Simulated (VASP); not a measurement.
# SrCl2 in VASP: settings compared

SrCl2 is run at these levels: PBE, r2SCAN, HSE06; tasks: single point.

Everything below comes from runs of VASP 6.6.1. Logs are shortened: lines on timing, memory, paths and dates and some standing lists are left out, and cuts for length are marked.

**1. The cell of the first run**

Symmetry: P-3m1, No. 164, trigonal system. The conventional cell has a = 4.582 Å, b = 4.582 Å, c = 5.330 Å, α = 90.00°, β = 90.00°, γ = 120.00°. Within 3.9 Å of Sr (site symmetry -3m) lie 6 Cl at 2.94 Å. Within 3.9 Å of Cl (site symmetry 3m) lie 3 Sr at 2.94 Å and 6 Cl at 3.70 to 3.81 Å.

**2. Single point, PBE (epitaxial xy strain +4.0%)**

File INCAR:

```
SYSTEM = SrCl2
PREC = Accurate ; ENCUT = 520
EDIFF = 1E-6 ; ISMEAR = -1
SIGMA = 0.02 ; LREAL = .FALSE.
LASPH = .TRUE. ; NELM = 100
ALGO = Normal ; ISIF = 2
LWAVE = .FALSE. ; LCHARG = .TRUE.
GGA = PE ; LELF = .TRUE.
LVHAR = .TRUE. ; NBANDS = 19
```

File KPOINTS:

```
regular mesh
0
G
  6 6 6
  0 0 0
```

File POSCAR:

```
SrCl2
1.0
    4.5822166871      0.0000000000      0.0000000000
   -2.2911083435      3.9683160567      0.0000000000
    0.0000000000      0.0000000000      5.3301401890
Sr Cl
1 2
Direct
    0.0000000000      0.0000000000      0.0000000000
    0.3333333333      0.6666666667      0.2425822649
    0.6666666667      0.3333333333      0.7574177351
```

Potentials or basis: VASP PAW PBE potentials, release 64 (Sr_sv, Cl).

Started as:

```
> cat potpaw_PBE.64/Sr_sv/POTCAR potpaw_PBE.64/Cl/POTCAR > POTCAR
> mpirun -np 1 vasp_std > vasp.out
```

OUTCAR:

```text
SYSTEM = SrCl2
   PREC = Accurate
   ENCUT = 520
   EDIFF = 1E-6
   ISMEAR = -1
   LREAL = .FALSE.
   LASPH = .TRUE.
   NELM = 100
   ISIF = 2
   GGA = PE

 ion  position               nearest neighbor table
   1  0.000  0.000  0.000-   2 2.94   3 2.94   2 2.94   3 2.94   3 2.94   2 2.94
   2  0.333  0.667  0.243-   1 2.94   1 2.94   1 2.94
   3  0.667  0.333  0.757-   1 2.94   1 2.94   1 2.94

  LATTYP: Found a hexagonal cell.
 ALAT       =     4.5822166871
 C/A-ratio  =     1.1632230759

  Lattice vectors:

 A1 = (   4.5822166871,   0.0000000000,   0.0000000000)
 A2 = (  -2.2911083435,   3.9683160567,   0.0000000000)
 A3 = (   0.0000000000,   0.0000000000,   5.3301401890)

Analysis of symmetry for initial positions (statically):
=====================================================================
 Subroutine PRICEL returns:
 Original cell was already a primitive cell.

 Routine SETGRP: Setting up the symmetry group for a
 hexagonal supercell.

 Subroutine GETGRP returns: Found 12 space group operations
 (whereof 12 operations were pure point group operations)
 out of a pool of 24 trial point group operations.

The static configuration has the point symmetry D_3d.

Analysis of symmetry for dynamics (positions and initial velocities):
=====================================================================
 Subroutine PRICEL returns:
 Original cell was already a primitive cell.

 Routine SETGRP: Setting up the symmetry group for a
 hexagonal supercell.

 Subroutine GETGRP returns: Found 12 space group operations
 (whereof 12 operations were pure point group operations)
 out of a pool of 24 trial point group operations.

The dynamic configuration has the point symmetry D_3d.

 Subroutine INISYM returns: Found 12 space group operations
 (whereof 12 operations are pure point group operations),
 and found     1 'primitive' translations

----------------------------------------------------------------------------------------

                                     Primitive cell

[... 75 lines left out ...]
   number of dos      NEDOS =    301   number of ions     NIONS =      3
   total plane-waves  NPLWV =  51840
   dimension x,y,z NGX =    36 NGY =   36 NGZ =   40
   dimension x,y,z NGXF=    72 NGYF=   72 NGZF=   80
   ions per type =               1   2
   NGX,Y,Z   is equivalent  to a cutoff of  13.06, 13.06, 12.48 a.u.
   NGXF,Y,Z  is equivalent  to a cutoff of  26.12, 26.12, 24.95 a.u.
 SYSTEM =  SrCl2
   PREC   = accura    normal or accurate (medium, high low for compatibility)
   ISTART =      0    job   : 0-new  1-cont  2-samecut
   ICHARG =      2    charge: 1-file 2-atom 10-const
   ISPIN  =      1    spin polarized calculation?
   LNONCOLLINEAR =      F non collinear calculations
   LSORBIT =      F    spin-orbit coupling
   LASPH  =      T    aspherical Exc in radial PAW
   ENCUT  =  520.0 eV  38.22 Ry    6.18 a.u.   8.52  8.52  9.91*2*pi/ulx,y,z
   NELM   =    100;   NELMIN=  2; NELMDL= -5     # of ELM steps
   EDIFF  = 0.1E-05   stopping-criterion for ELM
   LREAL  =      F    real-space projection
[... 7 lines left out ...]
   TEBEG  =    0.0;   TEEND  =   0.0 temperature during run
   PSTRESS=    0.0 pullay stress
   NELECT =      24.0000    total number of electrons
   NUPDOWN=      -1.0000    fix difference up-down
   EMIN   =  10.00;   EMAX   =-10.00  energy-range for DOS
   EFERMI =   0.00;   METHOD = LEGACY
   ISMEAR =    -1;   SIGMA  =   0.02  broadening in eV -4-tet -1-fermi 0-gaus
   EFERMI_NEDOS =   21; number of points for ismear=-14 and -15
   IALGO  =     38    algorithm
   IMIX   =      4    mixing-type and parameters
     AMIX     =   0.40;   BMIX     =  1.00
     AMIX_MAG =   1.60;   BMIX_MAG =  1.00
  volume/ion in A,a.u.               =      32.31       218.02
  Fermi-wavevector in a.u.,A,eV,Ry     =   1.028028  1.942692 14.379211  1.056842
  Thomas-Fermi vector in A             =   2.162004
   LORBIT       =      0    0 simple, 1 ext, 2 COOP (PROOUT), +10 PAW based schemes
   GGA     = PE    functional components
   LHFCALC =     F    Hartree Fock is set to
   AEXX    =    0.0000 exact exchange contribution
   IVDW    =     0    specifies the selected vdW correction
   LEPSILON=     F    determine dielectric tensor
   LRPA    =     F    only Hartree local field effects (RPA)
 non-spin polarized calculation
  energy-cutoff  :      520.00
  volume of cell :       96.92
 maximum number of plane-waves:      2660
 NGX is ok and might be reduce to    36
   NGX = 17   NGY = 17   NGZ = 19

 number of electron      24.0000001 magnetization

 Free energy of the ion-electron system (eV)
  ---------------------------------------------------
  ext. energy  EPLUGINS =         0.00000000
  ---------------------------------------------------
  free energy    TOTEN  =       -12.57721967 eV

  energy without entropy =      -12.57721967  energy(sigma->0) =      -12.57721967

 E-fermi :  -0.3108     XC(G=0):  -7.6837

 val. band max:       -0.7601705392   @ k =   0.0000   0.0000   0.0000
 cond. band min:       4.0330381567   @ k =   0.0000   0.0000   0.0000
 fundamental gap:      4.7932086959
 Fermi energy:        -0.3108396870

 k-point     1 :       0.0000    0.0000    0.0000
  band No.  band energies     occupation
      1     -33.7221      2.00000
      2     -15.9101      2.00000
      3     -15.6742      2.00000
      4     -15.6742      2.00000
      5     -13.7011      2.00000
      6     -13.0570      2.00000
[... 505 lines left out ...]
      6     -13.2446      2.00000
[... 11 lines left out ...]
     18       7.7533      0.00000
     19       8.4778      0.00000

 [... further k-points ...]

------------------------ aborting loop because EDIFF is reached ----------------------------------------

  FORCE on cell =-STRESS in cart. coord.  units (eV):
  Direction    XX          YY          ZZ          XY          YZ          ZX
  --------------------------------------------------------------------------------------
  -------------------------------------------------------------------------------------
  Total       -0.3745590     -0.3745590      0.7365739     -0.0000000     -0.0000000      0.0000000
  in kB       -6.1917064     -6.1917064     12.1760494     -0.0000000     -0.0000000      0.0000000
  external PRESSURE =      -0.0691211 kB  Pullay stress =       0.0000000 kB

 VOLUME and BASIS-vectors are now :
 -----------------------------------------------------------------------------
  energy-cutoff  :      520.00
  volume of cell :       96.92
      direct lattice vectors                 reciprocal lattice vectors
     4.582216687  0.000000000  0.000000000     0.218234987  0.125998029  0.000000000
    -2.291108343  3.968316057  0.000000000     0.000000000  0.251996057  0.000000000
     0.000000000  0.000000000  5.330140189     0.000000000  0.000000000  0.187612326

 POSITION                                       TOTAL-FORCE (eV/Angst)
 -----------------------------------------------------------------------------------
      0.00000      0.00000      0.00000        -0.000000      0.000000      0.000000
     -0.00000      2.64554      1.29300         0.000000     -0.000000      0.017470
      2.29111      1.32277      4.03714        -0.000000      0.000000     -0.017470
 -----------------------------------------------------------------------------------
    total drift:                               -0.000000     -0.000000      0.000000

  FREE ENERGIE OF THE ION-ELECTRON SYSTEM (eV)
  ---------------------------------------------------
  free  energy   TOTEN  =       -12.5772196693 eV

  energy  without entropy=      -12.5772196693  energy(sigma->0) =      -12.57721967
```

OSZICAR:

```text
N       E                     dE             d eps       ncg     rms          rms(c)
DAV:   1     0.143102777372E+03    0.14310E+03   -0.11215E+04  1292   0.111E+03
DAV:   2    -0.239324646852E+01   -0.14550E+03   -0.14093E+03  1656   0.218E+02
DAV:   3    -0.125446655309E+02   -0.10151E+02   -0.10115E+02  1642   0.574E+01
DAV:   4    -0.129595451683E+02   -0.41488E+00   -0.41433E+00  2214   0.957E+00
DAV:   5    -0.129629355409E+02   -0.33904E-02   -0.33901E-02  1770   0.815E-01    0.137E+01
DAV:   6    -0.125613894836E+02    0.40155E+00   -0.83708E-01  1478   0.479E+00    0.878E+00
DAV:   7    -0.125688569604E+02   -0.74675E-02   -0.54251E-01  1723   0.412E+00    0.213E+00
DAV:   8    -0.125742051437E+02   -0.53482E-02   -0.72919E-02  1418   0.147E+00    0.541E-01
DAV:   9    -0.125752493857E+02   -0.10442E-02   -0.24145E-03  1711   0.304E-01    0.201E-01
DAV:  10    -0.125769253561E+02   -0.16760E-02   -0.11893E-03  1370   0.200E-01    0.387E-02
DAV:  11    -0.125771435719E+02   -0.21822E-03   -0.12512E-04  1619   0.636E-02    0.305E-02
DAV:  12    -0.125772077876E+02   -0.64216E-04   -0.48047E-05  1439   0.393E-02    0.850E-03
DAV:  13    -0.125772187695E+02   -0.10982E-04   -0.11466E-05  1545   0.203E-02    0.574E-03
DAV:  14    -0.125772196693E+02   -0.89975E-06   -0.95524E-07  1465   0.568E-03
   1 F= -.12577220E+02 E0= -.12577220E+02  d E =-.790031E-12
```

It took 2.1 min on 1 thread of AMD EPYC 7R13, shared host; peak memory 0.21 GiB.

Results:

```
Free energy            : -12.5772 eV
Pressure               : 0.0 GPa
Largest force          : 0.017 eV/Å
Band gap on the k mesh : 4.79 eV, direct
```

Forces in eV/Å, atoms in the order of the input:
```
Sr   0.000  0.000  0.000
Cl   0.000  0.000  0.017
Cl   0.000  0.000 -0.017
```

Levels at points of the mesh, in eV from the valence-band top:
```csv
k point,band 8,band 9,band 10,band 11,band 12,band 13,band 14,band 15,band 16,band 17
"(0.00, 0.00, 0.00)",-1.58,-1.58,-0.50,-0.50,0.00,4.79,6.57,6.57,7.41,7.54
"(0.50, 0.00, 0.00)",-1.21,-1.01,-0.91,-0.89,-0.72,5.39,6.44,7.71,7.92,8.18
"(0.00, 0.00, 0.50)",-1.43,-1.25,-0.93,-0.70,-0.70,6.21,6.21,6.60,7.03,7.98
"(0.50, 0.00, 0.50)",-1.63,-1.24,-0.89,-0.47,-0.26,6.26,7.21,7.54,7.56,7.97
```

Caveat: the cell differs from its parent crystal (epitaxial xy strain +4.0%). A k mesh can miss the band edges.

**3. Single point, r2SCAN (epitaxial xy strain +4.0%)**

POSCAR is that of step 2.

File INCAR.step1:

```
  PREC = Accurate
  ENCUT = 520
  ISMEAR = 0
  SIGMA = 0.01
  LREAL = F
  LASPH = T
  NELM = 60
  NBANDS = 19
  GGA = PE
  ALGO = Normal
  EDIFF = 1E-4
  LWAVE = T
  LCHARG = F
```

File INCAR.step2:

```
  PREC = Accurate
  ENCUT = 520
  EDIFF = 1E-7
  ISMEAR = 0
  SIGMA = 0.01
  LREAL = F
  LASPH = T
  NELM = 60
  ALGO = Normal
  ISIF = 2
  LWAVE = F
  LCHARG = F
  METAGGA = R2SCAN
  LMIXTAU = T
  NBANDS = 19
  ISTART = 1
```

File KPOINTS:

```
Automatic mesh
0
Gamma
  6 6 6
```

Potentials or basis: VASP PAW PBE potentials, release 64 (Sr_sv, Cl).

Started as:

```
> cat potpaw_PBE.64/Sr_sv/POTCAR potpaw_PBE.64/Cl/POTCAR > POTCAR
> cp INCAR.step1 INCAR
> mpirun -np 1 vasp_std > vasp.out
> cp INCAR.step2 INCAR
> mpirun -np 1 vasp_std > vasp.out
```

It took 9.7 min on 1 thread of AMD EPYC 7R13, shared host; peak memory 0.23 GiB.

It converged, with:

```
Free energy            : -35.4011 eV
Pressure               : -0.6 GPa
Largest force          : 0.007 eV/Å
Band gap on the k mesh : 5.39 eV, direct
```

Forces in eV/Å, atoms in the order of the input:
```
Sr   0.000  0.000  0.000
Cl   0.000  0.000  0.007
Cl   0.000  0.000 -0.007
```

Stress tensor (GPa, compression positive):
```
-1.25  0.00  0.00
 0.00 -1.25  0.00
 0.00  0.00  0.58
```

Levels at points of the mesh, in eV from the valence-band top:
```tsv
k point	band 8	band 9	band 10	band 11	band 12	band 13	band 14	band 15	band 16	band 17
(0.00, 0.00, 0.00)	-1.60	-1.60	-0.52	-0.52	0.00	5.39	7.19	7.19	8.02	8.06
(0.50, 0.00, 0.00)	-1.24	-1.03	-0.91	-0.91	-0.72	5.90	6.98	8.37	8.52	8.97
(0.00, 0.00, 0.50)	-1.44	-1.23	-0.94	-0.72	-0.72	6.81	6.81	7.29	7.54	8.71
(0.50, 0.00, 0.50)	-1.67	-1.26	-0.91	-0.46	-0.26	6.85	7.89	8.03	8.19	8.74
```

Caveat: the cell differs from its parent crystal (epitaxial xy strain +4.0%); the PAW data sets were made with another functional, which shifts forces and pressure a little. A k mesh can miss the band edges.

(Part 1 of 2 ends here.)
